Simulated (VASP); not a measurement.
# C (Fmmm) in VASP: notebook

The runs below take C through single point, with r2SCAN.

All numbers are computed with VASP 6.6.1; they aren't measurements. Logs are shortened: lines on timing, memory, paths and dates and some standing lists are left out, and cuts for length are marked.

## (1) The cell of the first run

The structure is orthorhombic, space group Fmmm (No. 69). Conventional cell: a = 2.456 Å, b = 4.254 Å, c = 6.696 Å, α = 90.00°, β = 90.00°, γ = 90.00°. Within 1.9 Å of C (site symmetry m2m) lie 3 C at 1.42 Å.

## (2) Single point, r2SCAN

File POSCAR:

```
C
1.0
    0.0000000000      2.1270000000      3.3480000000
    1.2280000000      0.0000000000      3.3480000000
    1.2280000000      2.1270000000      0.0000000000
C
2
Direct
    0.1666700000      0.8333300000      0.1666700000
    0.8333300000      0.1666700000      0.8333300000
```

File INCAR.step1:

```
ALGO = Normal
EDIFF = 1E-4
ENCUT = 520
GGA = PE
ISMEAR = 0
LASPH = T
LCHARG = F
LREAL = F
LWAVE = T
NBANDS = 11
NELM = 100
PREC = Accurate
SIGMA = 0.05
```

File INCAR.step2:

```
ALGO = Normal
EDIFF = 1E-6
ENCUT = 520
ISIF = 2
ISMEAR = 0
ISTART = 1
LASPH = T
LCHARG = F
LMIXTAU = T
LREAL = F
LWAVE = F
METAGGA = R2SCAN
NBANDS = 11
NELM = 100
PREC = Accurate
SIGMA = 0.05
```

File KPOINTS:

```
k-points
0
Gamma
  14 14 14
```

Potentials or basis: VASP PAW PBE potentials, release 64 (C).

Command:

```console
> cat potpaw_PBE.64/C/POTCAR > POTCAR
> cp INCAR.step1 INCAR
> mpirun -np 1 vasp_std > vasp.out
> cp INCAR.step2 INCAR
> mpirun -np 1 vasp_std > vasp.out
```

OUTCAR:

```text
EDIFF = 1E-6
   ENCUT = 520
   ISIF = 2
   ISMEAR = 0
   ISTART = 1
   LASPH = T
   LREAL = F
   METAGGA = R2SCAN
   NELM = 100
   PREC = Accurate

 ion  position               nearest neighbor table
   1  0.167  0.833  0.167-   2 1.42   2 1.42   2 1.42
   2  0.833  0.167  0.833-   1 1.42   1 1.42   1 1.42

  LATTYP: Found a face centered orthorhombic cell.
 ALAT       =     2.4560000000
 B/A-ratio  =     1.7320846906
 C/A-ratio  =     2.7263843648

  Lattice vectors:

 A1 = (   0.0000000000,   2.1270000000,   3.3480000000)
 A2 = (   1.2280000000,   0.0000000000,   3.3480000000)
 A3 = (   1.2280000000,   2.1270000000,   0.0000000000)

Analysis of symmetry for initial positions (statically):
=====================================================================
 Subroutine PRICEL returns:
 Original cell was already a primitive cell.

 Routine SETGRP: Setting up the symmetry group for a
 face centered orthorhombic supercell.

 Subroutine GETGRP returns: Found  8 space group operations
 (whereof  8 operations were pure point group operations)
 out of a pool of  8 trial point group operations.

The static configuration has the point symmetry D_2h.

Analysis of symmetry for dynamics (positions and initial velocities):
=====================================================================
 Subroutine PRICEL returns:
 Original cell was already a primitive cell.

 Routine SETGRP: Setting up the symmetry group for a
 face centered orthorhombic supercell.

 Subroutine GETGRP returns: Found  8 space group operations
 (whereof  8 operations were pure point group operations)
 out of a pool of  8 trial point group operations.

The dynamic configuration has the point symmetry D_2h.

 Subroutine INISYM returns: Found  8 space group operations
 (whereof  8 operations are pure point group operations),
 and found     1 'primitive' translations

----------------------------------------------------------------------------------------

                                     Primitive cell

  volume of cell :      17.4897

  direct lattice vectors                    reciprocal lattice vectors
     0.000000000  2.127000000  3.348000000    -0.407166124  0.235072873  0.149342891
     1.228000000  0.000000000  3.348000000     0.407166124 -0.235072873  0.149342891
     1.228000000  2.127000000  0.000000000     0.407166124  0.235072873 -0.149342891

  length of vectors
     3.966513961  3.566102635  2.456036034     0.493301943  0.493301943  0.493301943

  position of ions in fractional coordinates (direct lattice)
     0.166670000  0.833330000  0.166670000
     0.833330000  0.166670000  0.833330000

  ion indices of the primitive-cell ions
   primitive index   ion index
                 1           1
                 2           2

----------------------------------------------------------------------------------------

 KPOINTS: k-points

Automatic generation of k-mesh.
 Grid dimensions read from file:
 generate k-points for:   14   14   14

 Generating k-lattice:

  Cartesian coordinates                     Fractional coordinates (reciprocal lattice)
    -0.029083295  0.016790919  0.010667349     0.071428571  0.000000000  0.000000000
     0.029083295 -0.016790919  0.010667349     0.000000000  0.071428571  0.000000000
     0.029083295  0.016790919 -0.010667349     0.000000000  0.000000000  0.071428571

  Length of vectors
     0.035235853  0.035235853  0.035235853

  Shift w.r.t. Gamma in fractional coordinates (k-lattice)
     0.000000000  0.000000000  0.000000000

 Subroutine IBZKPT returns following result:
 ===========================================

 Found    428 irreducible k-points:

 Following reciprocal coordinates:
            Coordinates               Weight
  0.000000  0.000000  0.000000      1.000000
  0.071429  0.000000  0.000000      8.000000
  0.142857  0.000000  0.000000      8.000000
  0.214286  0.000000  0.000000      8.000000
  0.285714  0.000000  0.000000      8.000000
  0.357143  0.000000 -0.000000      8.000000
[... 16 lines left out ...]
  0.214286  0.142857  0.000000      8.000000
  0.285714  0.142857  0.000000      8.000000
 [... further k-points ...]
   k-points           NKPTS =    428   k-points in BZ     NKDIM =    428   number of bands    NBANDS=     11
   number of dos      NEDOS =    301   number of ions     NIONS =      2
   total plane-waves  NPLWV =  15120
   dimension x,y,z NGX =    30 NGY =   28 NGZ =   18
   dimension x,y,z NGXF=    60 NGYF=   56 NGZF=   36
   ions per type =               2
   NGX,Y,Z   is equivalent  to a cutoff of  12.57, 13.05, 12.18 a.u.
   NGXF,Y,Z  is equivalent  to a cutoff of  25.15, 26.11, 24.37 a.u.
 SYSTEM =  unknown system
   PREC   = accura    normal or accurate (medium, high low for compatibility)
   ISTART =      1    job   : 0-new  1-cont  2-samecut
   ICHARG =      0    charge: 1-file 2-atom 10-const
   ISPIN  =      1    spin polarized calculation?
   LNONCOLLINEAR =      F non collinear calculations
   LSORBIT =      F    spin-orbit coupling
   LASPH  =      T    aspherical Exc in radial PAW
   ENCUT  =  520.0 eV  38.22 Ry    6.18 a.u.   7.38  6.63  4.57*2*pi/ulx,y,z
   NELM   =    100;   NELMIN=  2; NELMDL=  0     # of ELM steps
   EDIFF  = 0.1E-05   stopping-criterion for ELM
   LREAL  =      F    real-space projection
   EDIFFG = 0.1E-04   stopping-criterion for IOM
   NSW    =      0    number of steps for IOM
   IBRION =     -1    ionic relax: 0-MD 1-quasi-New 2-CG
   NFREE  =      0    steps in history (QN), initial steepest desc. (CG)
   ISIF   =      2    stress and relaxation
   ISYM   =      2    0-nonsym 1-usesym 2-fastsym
   POTIM  = 0.5000    time-step for ionic-motion
   TEBEG  =    0.0;   TEEND  =   0.0 temperature during run
   PSTRESS=    0.0 pullay stress
   NELECT =       8.0000    total number of electrons
   NUPDOWN=      -1.0000    fix difference up-down
   EMIN   =  10.00;   EMAX   =-10.00  energy-range for DOS
   EFERMI =   0.00;   METHOD = LEGACY
   ISMEAR =     0;   SIGMA  =   0.05  broadening in eV -4-tet -1-fermi 0-gaus
   EFERMI_NEDOS =   21; number of points for ismear=-14 and -15
   IALGO  =     38    algorithm
   IMIX   =      4    mixing-type and parameters
     AMIX     =   0.40;   BMIX     =  1.00
     AMIX_MAG =   1.60;   BMIX_MAG =  1.00
  volume/ion in A,a.u.               =       8.74        59.01
  Fermi-wavevector in a.u.,A,eV,Ry     =   1.261376  2.383654 21.647797  1.591068
  Thomas-Fermi vector in A             =   2.394838
   LORBIT       =      0    0 simple, 1 ext, 2 COOP (PROOUT), +10 PAW based schemes
   METAGGA = R2SCAN    functional components
   LHFCALC =     F    Hartree Fock is set to
   AEXX    =    0.0000 exact exchange contribution
   IVDW    =     0    specifies the selected vdW correction
   LEPSILON=     F    determine dielectric tensor
   LRPA    =     F    only Hartree local field effects (RPA)
 non-spin polarized calculation
 Gauss-broadening in eV      SIGMA  =   0.05
  energy-cutoff  :      520.00
  volume of cell :       17.49
 maximum number of plane-waves:       499
 NGX is ok and might be reduce to    30
   NGX = 15   NGY = 13   NGZ =  9

 number of electron       8.0000000 magnetization

 Free energy of the ion-electron system (eV)
  ---------------------------------------------------
  ext. energy  EPLUGINS =         0.00000000
  ---------------------------------------------------
  free energy    TOTEN  =       -19.86877882 eV

  energy without entropy =      -19.86877882  energy(sigma->0) =      -19.86877882

 E-fermi :   5.0147     XC(G=0): -11.1574

 val. band max:        4.8323415735   @ k =   0.5000  -0.1429   0.3571
 cond. band min:       5.2111718255   @ k =  -0.1429   0.2143   0.2857
 fundamental gap:      0.3788302519
 Fermi energy:         5.0147034605

 k-point     1 :       0.0000    0.0000    0.0000
  band No.  band energies     occupation
      1     -16.2658      2.00000
      2      -2.3028      2.00000
      3       1.5115      2.00000
      4       1.5389      2.00000
      5       9.1757      0.00000
      6      13.4377      0.00000
      7      13.5137      0.00000
      8      17.1547      0.00000
      9      18.0544      0.00000
     10      28.7272      0.00000
     11      31.6873      0.00000

 k-point     2 :       0.0714    0.0000    0.0000
  band No.  band energies     occupation
      1     -16.1329      2.00000
      2      -2.1870      2.00000
      3       1.0108      2.00000
      4       1.2462      2.00000
      5       9.3946      0.00000
      6      13.5615      0.00000
      7      14.0139      0.00000
      8      16.6516      0.00000
      9      18.3084      0.00000
     10      29.1422      0.00000
     11      30.2651      0.00000

 k-point     3 :       0.1429    0.0000    0.0000
  band No.  band energies     occupation
      1     -15.7359      2.00000
      2      -1.8384      2.00000
      3      -0.3486      2.00000
      4       0.5714      2.00000
      5      10.0448      0.00000
      6      13.5832      0.00000
      7      15.2814      0.00000
      8      15.5235      0.00000
      9      19.1297      0.00000
     10      27.7332      0.00000
     11      30.2406      0.00000

 k-point     4 :       0.2143    0.0000    0.0000
  band No.  band energies     occupation
      1     -15.0792      2.00000
      2      -2.1743      2.00000
      3      -1.2552      2.00000
      4      -0.2424      2.00000
      5      11.0930      0.00000
      6      13.3646      0.00000
      7      13.4147      0.00000
      8      17.6804      0.00000
      9      20.4333      0.00000
     10      25.5792      0.00000
     11      29.9358      0.00000

 k-point     5 :       0.2857    0.0000    0.0000
  band No.  band energies     occupation
      1     -14.1714      2.00000
      2      -4.1791      2.00000
      3      -1.0011      2.00000
      4      -0.4430      2.00000
      5      11.1524      0.00000
      6      12.5086      0.00000
      7      13.2037      0.00000
      8      20.2140      0.00000
      9      21.7805      0.00000
     10      24.0578      0.00000
     11      28.7825      0.00000
[... 211 lines left out ...]
 k-point    21 :      -0.0714    0.0714    0.0000
  band No.  band energies     occupation
      1     -15.7495      2.00000
      2      -1.7169      2.00000
      3      -0.3456      2.00000
      4       0.5714      2.00000
      5       9.7863      0.00000
      6      13.5846      0.00000
      7      15.2650      0.00000
      8      15.5200      0.00000
      9      19.1440      0.00000
     10      27.6937      0.00000
     11      30.2756      0.00000

 k-point    22 :       0.1429    0.1429    0.0000
  band No.  band energies     occupation
      1     -16.2116      2.00000
      2      -2.7568      2.00000
      3       1.5139      2.00000
      4       1.5315      2.00000
      5      10.1889      0.00000
      6      13.4447      0.00000
      7      13.4929      0.00000
      8      17.1850      0.00000
      9      18.0281      0.00000
     10      28.6251      0.00000
     11      30.6821      0.00000

 k-point    23 :       0.2143    0.1429    0.0000
  band No.  band energies     occupation
      1     -16.0552      2.00000
      2      -2.8184      2.00000
      3       1.0013      2.00000
      4       1.2458      2.00000
      5      10.8544      0.00000
      6      13.5483      0.00000
      7      14.0108      0.00000
      8      16.7138      0.00000
      9      18.2608      0.00000
     10      28.9148      0.00000
     11      29.6951      0.00000

 k-point    24 :       0.2857    0.1429    0.0000
  band No.  band energies     occupation
      1     -15.6397      2.00000
      2      -2.5911      2.00000
      3      -0.3694      2.00000
      4       0.5713      2.00000
      5      11.8620      0.00000
      6      13.5837      0.00000
      7      15.3866      0.00000
      8      15.5590      0.00000
      9      19.0314      0.00000
     10      27.7812      0.00000
     11      29.9433      0.00000

 [... further k-points ...]
[... 5 lines left out ...]
  --------------------------------------------------------------------------------------
  -------------------------------------------------------------------------------------
  Total        0.0784612      0.0767675      0.2126941      0.0000000      0.0000000      0.0000000
  in kB        7.1876041      7.0324530     19.4842994      0.0000000      0.0000000      0.0000000
  external PRESSURE =      11.2347855 kB  Pullay stress =       0.0000000 kB

 VOLUME and BASIS-vectors are now :
 -----------------------------------------------------------------------------
  energy-cutoff  :      520.00
  volume of cell :       17.49
      direct lattice vectors                 reciprocal lattice vectors
     0.000000000  2.127000000  3.348000000    -0.407166124  0.235072873  0.149342891
     1.228000000  0.000000000  3.348000000     0.407166124 -0.235072873  0.149342891
     1.228000000  2.127000000  0.000000000     0.407166124  0.235072873 -0.149342891

 POSITION                                       TOTAL-FORCE (eV/Angst)
 -----------------------------------------------------------------------------------
      1.22800      0.70901      3.34800         0.000000      0.028472      0.000000
      1.22800      3.54499      3.34800         0.000000     -0.028472      0.000000
 -----------------------------------------------------------------------------------
    total drift:                               -0.000000     -0.000000     -0.000000

  FREE ENERGIE OF THE ION-ELECTRON SYSTEM (eV)
  ---------------------------------------------------
  free  energy   TOTEN  =       -19.8687788235 eV

  energy  without entropy=      -19.8687788235  energy(sigma->0) =      -19.86877882
```

Wall time 3.6 min (1 thread of AMD EPYC 9R14 (Zen 4), shared host); peak memory 0.16 GiB.

What came out:

```
Free energy   : -19.8688 eV
Pressure      : 1.1 GPa
Largest force : 0.028 eV/Å
```

Forces in eV/Å, atoms in the order of the input:
```
C    0.000  0.028  0.000
C    0.000 -0.028  0.000
```

Caveat: the PAW data sets were made with another functional, which shifts forces and pressure a little.

## (3) Single point, r2SCAN

POSCAR is that of step 2.

File INCAR.step1:

```
PREC     = Accurate       # precision mode
ENCUT    = 520            # plane-wave cutoff, eV
ISMEAR   = 0              # smearing method
SIGMA    = 0.05           # smearing width, eV
LREAL    = False          # projectors in reciprocal space
LASPH    = True           # aspherical terms in the spheres
NELM     = 100            # most SCF steps
NBANDS   = 11             # bands
GGA      = PE             # functional
ALGO     = Normal         # electronic algorithm
EDIFF    = 1E-4           # SCF threshold, eV
LWAVE    = True           # write WAVECAR
LCHARG   = False          # write CHGCAR
```

File INCAR.step2:

```
PREC     = Accurate       # precision mode
ENCUT    = 520            # plane-wave cutoff, eV
EDIFF    = 1E-6           # SCF threshold, eV
ISMEAR   = 0              # smearing method
SIGMA    = 0.05           # smearing width, eV
LREAL    = False          # projectors in reciprocal space
LASPH    = True           # aspherical terms in the spheres
NELM     = 100            # most SCF steps
ALGO     = Normal         # electronic algorithm
ISIF     = 2              # what is computed and relaxed
LWAVE    = False          # write WAVECAR
LCHARG   = False          # write CHGCAR
METAGGA  = R2SCAN         # meta-GGA
LMIXTAU  = True         
NBANDS   = 11             # bands
ISTART   = 1
```

File KPOINTS:

```
regular mesh
0
Gamma
  14 14 14
```

Potentials or basis: VASP PAW PBE potentials, release 64 (C).

Command:

```console
> cat potpaw_PBE.64/C/POTCAR > POTCAR
> cp INCAR.step1 INCAR
> mpirun -np 1 vasp_std > vasp.out
> cp INCAR.step2 INCAR
> mpirun -np 1 vasp_std > vasp.out
```

Wall time 3.6 min (1 thread of AMD EPYC 9R14 (Zen 4), shared host); peak memory 0.16 GiB.

The run converged. Its results:

```
Free energy   : -19.8688 eV
Pressure      : 1.1 GPa
Largest force : 0.028 eV/Å
```

Forces on the atoms (eV/Å):
```
C    0.000  0.028  0.000
C    0.000 -0.028  0.000
```

Stress tensor (GPa, compression positive):
```
0.72 0.00 0.00
0.00 0.70 0.00
0.00 0.00 1.95
```

Caveat: the PAW data sets were made with another functional, which shifts forces and pressure a little.
